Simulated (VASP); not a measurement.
# BN (P6_3mc) in VASP: a series of runs, part 2 of 2

VASP 6.6.1.

**5. Single point, r2SCAN (strain +0.040 along x and y, +0.000 along z)**

Input file POSCAR:

```
BN
1.0
    2.6560971858      0.0000000000      0.0000000000
   -1.3280485929      2.3002476378      0.0000000000
    0.0000000000      0.0000000000      4.2268550000
B N
2 2
Direct
    0.6666666667      0.3333333333      0.9997240000
    0.3333333333      0.6666666667      0.4997240000
    0.6666666667      0.3333333333      0.6252760000
    0.3333333333      0.6666666667      0.1252760000
```

Input file INCAR.step1:

```
SYSTEM = BN
ALGO = Normal
EDIFF = 1E-4
ENCUT = 520
GGA = PE
ISMEAR = 0
LASPH = .True.
LCHARG = .False.
LREAL = .False.
LWAVE = .True.
NBANDS = 16
NELM = 60
PREC = Accurate
SIGMA = 0.05
```

Input file INCAR.step2:

```
SYSTEM = BN
ALGO = Normal
EDIFF = 1E-6
ENCUT = 520
ISIF = 2
ISMEAR = 0
ISTART = 1
LASPH = .True.
LCHARG = .False.
LMIXTAU = .True.
LREAL = .False.
LWAVE = .False.
METAGGA = R2SCAN
NBANDS = 16
NELM = 60
PREC = Accurate
SIGMA = 0.05
```

Input file KPOINTS:

```
k-points
0
Gamma
  12 12 6
  0 0 0
```

Run with:

```bash
cat potpaw_PBE.64/B/POTCAR potpaw_PBE.64/N/POTCAR > POTCAR
cp INCAR.step1 INCAR
mpirun -np 1 vasp_std > vasp.out
cp INCAR.step2 INCAR
mpirun -np 1 vasp_std > vasp.out
```

Wall time 1.8 min (1 thread of Intel Xeon 8259CL, shared host); peak memory 0.15 GiB.

It converged, with:

```yaml
Free_energy: -37.9958 eV
Pressure: -28.6 GPa
Largest_force: 0.030 eV/Å
Band_gap_on_the_k_mesh: 5.93 eV, indirect (least direct gap 8.17 eV)
```

Forces on the atoms (eV/Å):
```
B    0.000  0.000 -0.030
B    0.000  0.000 -0.030
N    0.000  0.000  0.030
N    0.000  0.000  0.030
```

Stress tensor (GPa, compression positive):
```
-38.90   0.00   0.00
  0.00 -38.90   0.00
  0.00   0.00  -7.92
```

Levels at points of the mesh, in eV from the valence-band top:
```csv
k point,band 4,band 5,band 6,band 7,band 8,band 9,band 10,band 11,band 12,band 13
"(0.00, 0.00, 0.00)",-2.30,-2.30,-0.19,0.00,0.00,8.34,8.34,8.35,9.71,9.99
"(0.50, 0.00, 0.00)",-7.32,-6.77,-4.95,-4.20,-1.85,6.55,8.50,10.61,11.17,13.86
"(0.00, 0.00, 0.50)",-5.30,-1.28,-1.28,-1.28,-1.28,8.78,8.78,9.95,9.95,9.95
"(0.50, 0.00, 0.50)",-9.68,-3.65,-3.65,-3.27,-3.27,6.87,6.87,10.35,10.35,14.35
```

Caveat: the cell differs from its parent crystal (strain +0.040 along x and y, +0.000 along z); the PAW data sets were made with another functional, which shifts forces and pressure a little. A k mesh can miss the band edges.

**6. Single point, r2SCAN (strain +0.080 along x and y, -0.040 along z)**

Input file POSCAR:

```
BN
1.0
    2.7582547698      0.0000000000      0.0000000000
   -1.3791273849      2.3887187008      0.0000000000
    0.0000000000      0.0000000000      4.0577808000
B N
2 2
Direct
    0.6666666667      0.3333333333      0.9997240000
    0.3333333333      0.6666666667      0.4997240000
    0.6666666667      0.3333333333      0.6252760000
    0.3333333333      0.6666666667      0.1252760000
```

Input file INCAR.step1:

```
ALGO = Normal ; EDIFF = 1E-4
ENCUT = 520 ; GGA = PE
ISMEAR = 0 ; LASPH = T
LCHARG = F ; LREAL = F
LWAVE = T ; NBANDS = 16
NELM = 60 ; PREC = Accurate
SIGMA = 0.05
```

Input file INCAR.step2:

```
ALGO = Normal ; EDIFF = 1E-7
ENCUT = 520 ; ISIF = 2
ISMEAR = 0 ; ISTART = 1
LASPH = T ; LCHARG = F
LMIXTAU = T ; LREAL = F
LWAVE = F ; METAGGA = R2SCAN
NBANDS = 16 ; NELM = 60
PREC = Accurate ; SIGMA = 0.05
```

Input file KPOINTS:

```
k-points
0
Gamma
  12 12 6
```

Potentials or basis: VASP PAW PBE potentials, release 64 (B, N).

Run with:

```bash
cat potpaw_PBE.64/B/POTCAR potpaw_PBE.64/N/POTCAR > POTCAR
cp INCAR.step1 INCAR
mpirun -np 1 vasp_std > vasp.out
cp INCAR.step2 INCAR
mpirun -np 1 vasp_std > vasp.out
```

OUTCAR:

```text
EDIFF = 1E-7
   ENCUT = 520
   ISIF = 2
   ISMEAR = 0
   ISTART = 1
   LASPH = T
   LREAL = F
   METAGGA = R2SCAN
   NELM = 60
   PREC = Accurate

 ion  position               nearest neighbor table
   1  0.667  0.333  1.000-   3 1.52   4 1.67   4 1.67   4 1.67
   2  0.333  0.667  0.500-   4 1.52   3 1.67   3 1.67   3 1.67
   3  0.667  0.333  0.625-   1 1.52   2 1.67   2 1.67   2 1.67
   4  0.333  0.667  0.125-   2 1.52   1 1.67   1 1.67   1 1.67

  LATTYP: Found a hexagonal cell.
 ALAT       =     2.7582547698
 C/A-ratio  =     1.4711406808

  Lattice vectors:

 A1 = (   2.7582547698,   0.0000000000,   0.0000000000)
 A2 = (  -1.3791273849,   2.3887187008,   0.0000000000)
 A3 = (   0.0000000000,   0.0000000000,   4.0577808000)

Analysis of symmetry for initial positions (statically):
=====================================================================
 Subroutine PRICEL returns:
 Original cell was already a primitive cell.

 Routine SETGRP: Setting up the symmetry group for a
 hexagonal supercell.

 Subroutine GETGRP returns: Found 12 space group operations
 (whereof  6 operations were pure point group operations)
 out of a pool of 24 trial point group operations.

The static configuration has the point symmetry C_3v.
 The point group associated with its full space group is C_6v.

Analysis of symmetry for dynamics (positions and initial velocities):
=====================================================================
 Subroutine PRICEL returns:
 Original cell was already a primitive cell.

 Routine SETGRP: Setting up the symmetry group for a
 hexagonal supercell.

 Subroutine GETGRP returns: Found 12 space group operations
 (whereof  6 operations were pure point group operations)
 out of a pool of 24 trial point group operations.

[... 118 lines left out ...]
   EMIN   =  10.00;   EMAX   =-10.00  energy-range for DOS
   EFERMI =   0.00;   METHOD = LEGACY
   ISMEAR =     0;   SIGMA  =   0.05  broadening in eV -4-tet -1-fermi 0-gaus
   EFERMI_NEDOS =   21; number of points for ismear=-14 and -15
   IALGO  =     38    algorithm
   IMIX   =      4    mixing-type and parameters
     AMIX     =   0.40;   BMIX     =  1.00
     AMIX_MAG =   1.60;   BMIX_MAG =  1.00
  volume/ion in A,a.u.               =       6.68        45.10
  Fermi-wavevector in a.u.,A,eV,Ry     =   1.379597  2.607060 25.895795  1.903287
  Thomas-Fermi vector in A             =   2.504552
   LORBIT       =      0    0 simple, 1 ext, 2 COOP (PROOUT), +10 PAW based schemes
   METAGGA = R2SCAN    functional components
   LHFCALC =     F    Hartree Fock is set to
   AEXX    =    0.0000 exact exchange contribution
   IVDW    =     0    specifies the selected vdW correction
   LEPSILON=     F    determine dielectric tensor
   LRPA    =     F    only Hartree local field effects (RPA)
 non-spin polarized calculation
 Gauss-broadening in eV      SIGMA  =   0.05
  energy-cutoff  :      520.00
  volume of cell :       26.74
 maximum number of plane-waves:       739
 NGX is ok and might be reduce to    24
   NGX = 11   NGY = 11   NGZ = 15

 number of electron      16.0000003 magnetization

 Free energy of the ion-electron system (eV)
  ---------------------------------------------------
  ext. energy  EPLUGINS =         0.00000000
  ---------------------------------------------------
  free energy    TOTEN  =       -37.29809152 eV

  energy without entropy =      -37.29809152  energy(sigma->0) =      -37.29809152

 E-fermi :   6.2636     XC(G=0): -12.9731

 val. band max:        5.9661329455   @ k =   0.0000   0.0000   0.0000
 cond. band min:      11.5334547375   @ k =   0.5000   0.0000   0.0000
 fundamental gap:      5.5673217920
 Fermi energy:         6.2636173057

 k-point     1 :       0.0000    0.0000    0.0000
  band No.  band energies     occupation
      1     -14.1954      2.00000
      2      -9.5822      2.00000
      3      -3.9938      2.00000
      4       3.1208      2.00000
      5       3.1208      2.00000
      6       5.6143      2.00000
[... 433 lines left out ...]
      3      -2.6422      2.00000
      4      -0.6607      2.00000
      5       0.4625      2.00000
      6       1.3549      2.00000
[... 8 lines left out ...]
     15      21.3634      0.00000
     16      22.1927      0.00000

 [... further k-points ...]
[... 5 lines left out ...]
  --------------------------------------------------------------------------------------
  -------------------------------------------------------------------------------------
  Total      -10.3510541    -10.3510541      4.6327458      0.0000000      0.0000000      0.0000000
  in kB     -620.3077290   -620.3077290    277.6266047      0.0000000      0.0000000      0.0000000
  external PRESSURE =    -320.9962845 kB  Pullay stress =       0.0000000 kB

 VOLUME and BASIS-vectors are now :
 -----------------------------------------------------------------------------
  energy-cutoff  :      520.00
  volume of cell :       26.74
      direct lattice vectors                 reciprocal lattice vectors
     2.758254770  0.000000000  0.000000000     0.362548091  0.209317238  0.000000000
    -1.379127385  2.388718701  0.000000000     0.000000000  0.418634475  0.000000000
     0.000000000  0.000000000  4.057780800     0.000000000  0.000000000  0.246440123

 POSITION                                       TOTAL-FORCE (eV/Angst)
 -----------------------------------------------------------------------------------
      1.37913      0.79624      4.05666        -0.000000     -0.000000      0.035910
     -0.00000      1.59248      2.02777        -0.000000      0.000000      0.035910
      1.37913      0.79624      2.53723         0.000000      0.000000     -0.035910
     -0.00000      1.59248      0.50834        -0.000000      0.000000     -0.035910
 -----------------------------------------------------------------------------------
    total drift:                                0.000000      0.000000     -0.003568

  FREE ENERGIE OF THE ION-ELECTRON SYSTEM (eV)
  ---------------------------------------------------
  free  energy   TOTEN  =       -37.2980915203 eV

  energy  without entropy=      -37.2980915203  energy(sigma->0) =      -37.29809152
```

Run time: 2.9 min. Hardware: 1 thread of Intel Xeon 8259CL, shared host; peak memory 0.16 GiB.

Results:

```
Free energy            : -37.2981 eV
Pressure               : -32.1 GPa
Largest force          : 0.036 eV/Å
Band gap on the k mesh : 5.57 eV, indirect (least direct gap 6.50 eV)
```

Forces on the atoms (eV/Å):
```
B    0.000  0.000  0.036
B    0.000  0.000  0.036
N    0.000  0.000 -0.036
N    0.000  0.000 -0.036
```

Stress tensor (GPa, compression positive):
```
-62.03   0.00   0.00
  0.00 -62.03   0.00
  0.00   0.00  27.76
```

Caveat: the cell differs from its parent crystal (strain +0.080 along x and y, -0.040 along z); the PAW data sets were made with another functional, which shifts forces and pressure a little.

**7. The runs side by side**

```tsv
cell	gap on the mesh (eV)	pressure (GPa)	largest force (eV/Å)
a = 2.656, b = 2.656, c = 4.058 Å, angles 90.0, 90.0, 120.0°, 4 atoms	6.02	-13.6	0.16
a = 2.758, b = 2.758, c = 3.889 Å, angles 90.0, 90.0, 120.0°, 4 atoms	5.23	-14.4	0.73
a = 2.554, b = 2.554, c = 4.565 Å, angles 90.0, 90.0, 120.0°, 4 atoms	5.53	-26.5	0.65
a = 2.656, b = 2.656, c = 4.227 Å, angles 90.0, 90.0, 120.0°, 4 atoms	5.93	-28.6	0.03
a = 2.758, b = 2.758, c = 4.058 Å, angles 90.0, 90.0, 120.0°, 4 atoms	5.57	-32.1	0.04
```

Alike in all rows: task single point; level r2SCAN; potentials or basis VASP PAW PBE potentials, release 64 (B, N); no spin polarisation; k mesh 12 × 12 × 6; cutoff (eV) 520; smearing gaussian 0.05 eV.

Caveats: the PAW data sets were made with another functional, which shifts forces and pressure a little.

Absolute energies hang on the potentials; compare differences alone.
